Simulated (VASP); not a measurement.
# MgS (l.bB) (F-43m) in VASP: single point with LDA

Aim: the single point of MgS (l.bB) with LDA.

Everything below comes from runs of VASP 6.6.1. Logs are shortened: lines on timing, memory, paths and dates and some standing lists are left out, and cuts for length are marked.

### 1 The cell of the first run

It takes space group F-43m (No. 216, cubic). Conventional cell: a = 5.594 Å, b = 5.594 Å, c = 5.594 Å, α = 90.00°, β = 90.00°, γ = 90.00°. Mg (site symmetry -43m) has 4 S at 2.42 Å within 3.2 Å. Within 3.2 Å of S (site symmetry -43m) lie 4 Mg at 2.42 Å.

### 2 Single point, LDA

Input file INCAR:

```
ALGO     = Normal         # electronic algorithm
EDIFF    = 1E-6           # SCF threshold, eV
ENCUT    = 600            # plane-wave cutoff, eV
GGA      = CA             # functional
GGA_COMPAT= F            
ISIF     = 2              # what is computed and relaxed
ISMEAR   = 0              # smearing method
LASPH    = T              # aspherical terms in the spheres
LCHARG   = T              # write CHGCAR
LELF     = T              # ELF
LREAL    = F              # projectors in reciprocal space
LVHAR    = T            
LWAVE    = F              # write WAVECAR
NBANDS   = 11             # bands
NELM     = 120            # most SCF steps
PREC     = Accurate       # precision mode
SIGMA    = 0.02           # smearing width, eV
```

Input file KPOINTS:

```
k-points
0
Gamma
  8 8 8
```

Input file POSCAR:

```
MgS
1.0
    0.0000000000      2.7969475118      2.7969475118
    2.7969475118      0.0000000000      2.7969475118
    2.7969475118      2.7969475118      0.0000000000
Mg S
1 1
Direct
    0.0000000000      0.0000000000      0.0000000000
    0.2500000000      0.2500000000      0.2500000000
```

Potentials or basis: VASP PAW LDA potentials, release 64 (Mg, S).

On the command line:

```bash
cat potpaw_LDA.64/Mg/POTCAR potpaw_LDA.64/S/POTCAR > POTCAR
mpirun -np 1 vasp_std > vasp.out
```

OUTCAR:

```text
EDIFF = 1E-6
   ENCUT = 600
   GGA = CA
   ISIF = 2
   ISMEAR = 0
   LASPH = T
   LREAL = F
   NELM = 120
   PREC = Accurate

 ion  position               nearest neighbor table
   1  0.000  0.000  0.000-   2 2.42   2 2.42   2 2.42   2 2.42
   2  0.250  0.250  0.250-   1 2.42   1 2.42   1 2.42   1 2.42

  LATTYP: Found a face centered cubic cell.
 ALAT       =     5.5938950236

  Lattice vectors:

 A1 = (   0.0000000000,   2.7969475118,   2.7969475118)
 A2 = (   2.7969475118,   0.0000000000,   2.7969475118)
 A3 = (   2.7969475118,   2.7969475118,   0.0000000000)

Analysis of symmetry for initial positions (statically):
=====================================================================
 Subroutine PRICEL returns:
 Original cell was already a primitive cell.

 Routine SETGRP: Setting up the symmetry group for a
 face centered cubic supercell.

 Subroutine GETGRP returns: Found 24 space group operations
 (whereof 24 operations were pure point group operations)
 out of a pool of 48 trial point group operations.

The static configuration has the point symmetry T_d .

Analysis of symmetry for dynamics (positions and initial velocities):
=====================================================================
 Subroutine PRICEL returns:
 Original cell was already a primitive cell.

 Routine SETGRP: Setting up the symmetry group for a
 face centered cubic supercell.

 Subroutine GETGRP returns: Found 24 space group operations
 (whereof 24 operations were pure point group operations)
 out of a pool of 48 trial point group operations.

The dynamic configuration has the point symmetry T_d .

 Subroutine INISYM returns: Found 24 space group operations
 (whereof 24 operations are pure point group operations),
 and found     1 'primitive' translations

----------------------------------------------------------------------------------------

                                     Primitive cell

  volume of cell :      43.7606

  direct lattice vectors                    reciprocal lattice vectors
     0.000000000  2.796947512  2.796947512    -0.178766315  0.178766315  0.178766315
     2.796947512  0.000000000  2.796947512     0.178766315 -0.178766315  0.178766315
     2.796947512  2.796947512  0.000000000     0.178766315  0.178766315 -0.178766315

  length of vectors
     3.955481104  3.955481104  3.955481104     0.309632340  0.309632340  0.309632340

  position of ions in fractional coordinates (direct lattice)
     0.000000000  0.000000000  0.000000000
     0.250000000  0.250000000  0.250000000

  ion indices of the primitive-cell ions
   primitive index   ion index
                 1           1
                 2           2

----------------------------------------------------------------------------------------

 KPOINTS: k-points

Automatic generation of k-mesh.
 Grid dimensions read from file:
 generate k-points for:    8    8    8

 Generating k-lattice:

  Cartesian coordinates                     Fractional coordinates (reciprocal lattice)
    -0.022345789  0.022345789  0.022345789     0.125000000  0.000000000  0.000000000
     0.022345789 -0.022345789  0.022345789     0.000000000  0.125000000  0.000000000
     0.022345789  0.022345789 -0.022345789     0.000000000  0.000000000  0.125000000

  Length of vectors
     0.038704043  0.038704043  0.038704043

  Shift w.r.t. Gamma in fractional coordinates (k-lattice)
     0.000000000  0.000000000  0.000000000

 Subroutine IBZKPT returns following result:
 ===========================================

 Found     29 irreducible k-points:

 Following reciprocal coordinates:
            Coordinates               Weight
  0.000000  0.000000  0.000000      1.000000
  0.125000  0.000000  0.000000      8.000000
  0.250000  0.000000  0.000000      8.000000
  0.375000  0.000000  0.000000      8.000000
  0.500000  0.000000  0.000000      4.000000
  0.125000  0.125000  0.000000      6.000000
[... 16 lines left out ...]
  0.500000  0.250000  0.125000     48.000000
 -0.375000  0.250000  0.125000     24.000000
 [... further k-points ...]
   k-points           NKPTS =     29   k-points in BZ     NKDIM =     29   number of bands    NBANDS=     11
   number of dos      NEDOS =    301   number of ions     NIONS =      2
   total plane-waves  NPLWV =  32768
   dimension x,y,z NGX =    32 NGY =   32 NGZ =   32
   dimension x,y,z NGXF=    64 NGYF=   64 NGZF=   64
   ions per type =               1   1
   NGX,Y,Z   is equivalent  to a cutoff of  13.45, 13.45, 13.45 a.u.
   NGXF,Y,Z  is equivalent  to a cutoff of  26.90, 26.90, 26.90 a.u.
 SYSTEM =  unknown system
   PREC   = accura    normal or accurate (medium, high low for compatibility)
   ISTART =      0    job   : 0-new  1-cont  2-samecut
   ICHARG =      2    charge: 1-file 2-atom 10-const
   ISPIN  =      1    spin polarized calculation?
   LNONCOLLINEAR =      F non collinear calculations
   LSORBIT =      F    spin-orbit coupling
   LASPH  =      T    aspherical Exc in radial PAW
   ENCUT  =  600.0 eV  44.10 Ry    6.64 a.u.   7.90  7.90  7.90*2*pi/ulx,y,z
   NELM   =    120;   NELMIN=  2; NELMDL= -5     # of ELM steps
   EDIFF  = 0.1E-05   stopping-criterion for ELM
   LREAL  =      F    real-space projection
   EDIFFG = 0.1E-04   stopping-criterion for IOM
   NSW    =      0    number of steps for IOM
   IBRION =     -1    ionic relax: 0-MD 1-quasi-New 2-CG
   NFREE  =      0    steps in history (QN), initial steepest desc. (CG)
   ISIF   =      2    stress and relaxation
   ISYM   =      2    0-nonsym 1-usesym 2-fastsym
   POTIM  = 0.5000    time-step for ionic-motion
   TEBEG  =    0.0;   TEEND  =   0.0 temperature during run
   PSTRESS=    0.0 pullay stress
   NELECT =       8.0000    total number of electrons
   NUPDOWN=      -1.0000    fix difference up-down
   EMIN   =  10.00;   EMAX   =-10.00  energy-range for DOS
   EFERMI =   0.00;   METHOD = LEGACY
   ISMEAR =     0;   SIGMA  =   0.02  broadening in eV -4-tet -1-fermi 0-gaus
   EFERMI_NEDOS =   21; number of points for ismear=-14 and -15
   IALGO  =     38    algorithm
   IMIX   =      4    mixing-type and parameters
     AMIX     =   0.40;   BMIX     =  1.00
     AMIX_MAG =   1.60;   BMIX_MAG =  1.00
  volume/ion in A,a.u.               =      21.88       147.66
  Fermi-wavevector in a.u.,A,eV,Ry     =   0.929131  1.755804 11.745710  0.863285
  Thomas-Fermi vector in A             =   2.055382
   LORBIT       =      0    0 simple, 1 ext, 2 COOP (PROOUT), +10 PAW based schemes
   GGA     = CA    functional components
   LHFCALC =     F    Hartree Fock is set to
   AEXX    =    0.0000 exact exchange contribution
   IVDW    =     0    specifies the selected vdW correction
   LEPSILON=     F    determine dielectric tensor
   LRPA    =     F    only Hartree local field effects (RPA)
 non-spin polarized calculation
 Gauss-broadening in eV      SIGMA  =   0.02
  energy-cutoff  :      600.00
  volume of cell :       43.76
 maximum number of plane-waves:      1476
   NGX = 15   NGY = 15   NGZ = 15

 number of electron       7.9999999 magnetization

 Free energy of the ion-electron system (eV)
  ---------------------------------------------------
  ext. energy  EPLUGINS =         0.00000000
  ---------------------------------------------------
  free energy    TOTEN  =        -9.39389560 eV

  energy without entropy =       -9.39389560  energy(sigma->0) =       -9.39389560

 E-fermi :   1.2783     XC(G=0):  -8.8998

 val. band max:        1.1266778703   @ k =   0.0000   0.0000   0.0000
 cond. band min:       4.5034705228   @ k =   0.0000   0.0000   0.0000
 fundamental gap:      3.3767926525
 Fermi energy:         1.2783240487

 k-point     1 :       0.0000    0.0000    0.0000
  band No.  band energies     occupation
      1     -10.2347      2.00000
      2       1.1267      2.00000
      3       1.1267      2.00000
      4       1.1267      2.00000
      5       4.5035      0.00000
      6       8.9860      0.00000
      7       8.9860      0.00000
      8       8.9860      0.00000
      9      11.9429      0.00000
     10      11.9429      0.00000
     11      14.7803      0.00000

 k-point     2 :       0.1250    0.0000    0.0000
  band No.  band energies     occupation
      1     -10.1387      2.00000
      2       0.3946      2.00000
      3       1.0700      2.00000
      4       1.0700      2.00000
      5       5.1927      0.00000
      6       8.7995      0.00000
      7       9.1699      0.00000
      8       9.1699      0.00000
      9      11.4505      0.00000
     10      11.4505      0.00000
     11      14.1340      0.00000

 k-point     3 :       0.2500    0.0000    0.0000
  band No.  band energies     occupation
      1      -9.8887      2.00000
      2      -0.8497      2.00000
      3       0.9426      2.00000
      4       0.9426      2.00000
      5       6.0333      0.00000
      6       8.8694      0.00000
      7       9.1960      0.00000
      8       9.1960      0.00000
      9      11.5049      0.00000
     10      11.5049      0.00000
     11      13.2700      0.00000

 k-point     4 :       0.3750    0.0000    0.0000
  band No.  band energies     occupation
      1      -9.6058      2.00000
      2      -1.8350      2.00000
      3       0.8265      2.00000
      4       0.8265      2.00000
      5       6.1691      0.00000
      6       8.8162      0.00000
      7       8.8162      0.00000
      8       9.4488      0.00000
      9      12.8537      0.00000
     10      12.8537      0.00000
     11      13.3105      0.00000
[... 239 lines left out ...]
 k-point    22 :       0.3750    0.2500    0.1250
  band No.  band energies     occupation
      1      -9.6943      2.00000
      2      -1.0632      2.00000
      3       0.2185      2.00000
      4       0.7239      2.00000
      5       6.7513      0.00000
      6       8.0044      0.00000
      7       8.5890      0.00000
      8      10.2901      0.00000
      9      10.8071      0.00000
     10      13.5425      0.00000
     11      15.5583      0.00000

 k-point    23 :       0.5000    0.2500    0.1250
  band No.  band energies     occupation
      1      -9.4585      2.00000
      2      -1.6010      2.00000
      3      -0.1544      2.00000
      4       0.5345      2.00000
      5       6.9750      0.00000
      6       7.8151      0.00000
      7       8.9690      0.00000
      8      10.1229      0.00000
      9      11.9777      0.00000
     10      14.6511      0.00000
     11      15.2662      0.00000

 k-point    24 :      -0.3750    0.2500    0.1250
  band No.  band energies     occupation
      1      -9.3529      2.00000
      2      -1.8355      2.00000
      3      -0.2643      2.00000
      4       0.4328      2.00000
      5       7.0338      0.00000
      6       7.5268      0.00000
      7       9.8699      0.00000
      8       9.9053      0.00000
      9      12.5178      0.00000
     10      13.9613      0.00000
     11      15.4395      0.00000

 [... further k-points ...]
[... 5 lines left out ...]
  --------------------------------------------------------------------------------------
  -------------------------------------------------------------------------------------
  Total       -0.0888670     -0.0888670     -0.0888670      0.0000000      0.0000000     -0.0000000
  in kB       -3.2536300     -3.2536300     -3.2536300      0.0000000      0.0000000     -0.0000000
  external PRESSURE =      -3.2536300 kB  Pullay stress =       0.0000000 kB

 VOLUME and BASIS-vectors are now :
 -----------------------------------------------------------------------------
  energy-cutoff  :      600.00
  volume of cell :       43.76
      direct lattice vectors                 reciprocal lattice vectors
     0.000000000  2.796947512  2.796947512    -0.178766315  0.178766315  0.178766315
     2.796947512  0.000000000  2.796947512     0.178766315 -0.178766315  0.178766315
     2.796947512  2.796947512  0.000000000     0.178766315  0.178766315 -0.178766315

 POSITION                                       TOTAL-FORCE (eV/Angst)
 -----------------------------------------------------------------------------------
      0.00000      0.00000      0.00000         0.000000      0.000000      0.000000
      1.39847      1.39847      1.39847        -0.000000     -0.000000     -0.000000
 -----------------------------------------------------------------------------------
    total drift:                                0.000000      0.000000      0.000000

  FREE ENERGIE OF THE ION-ELECTRON SYSTEM (eV)
  ---------------------------------------------------
  free  energy   TOTEN  =        -9.3938956048 eV

  energy  without entropy=       -9.3938956048  energy(sigma->0) =       -9.39389560
```

Wall time 15 s (1 thread of Intel Xeon 8259CL, shared host); peak memory 0.16 GiB.

Results:

```yaml
Free_energy: -9.3939 eV
Pressure: -0.3 GPa
Band_gap_on_the_k_mesh: 3.38 eV, direct
```

Levels at points of the mesh, in eV from the valence-band top:
```csv
k point,band 2,band 3,band 4,band 5,band 6,band 7
"(0.00, 0.00, 0.00)",0.00,0.00,0.00,3.38,7.86,7.86
"(0.50, 0.00, 0.00)",-3.34,-0.35,-0.35,5.00,7.51,7.51
"(0.50, 0.50, 0.00)",-2.99,-1.10,-1.10,3.63,5.48,11.24
```
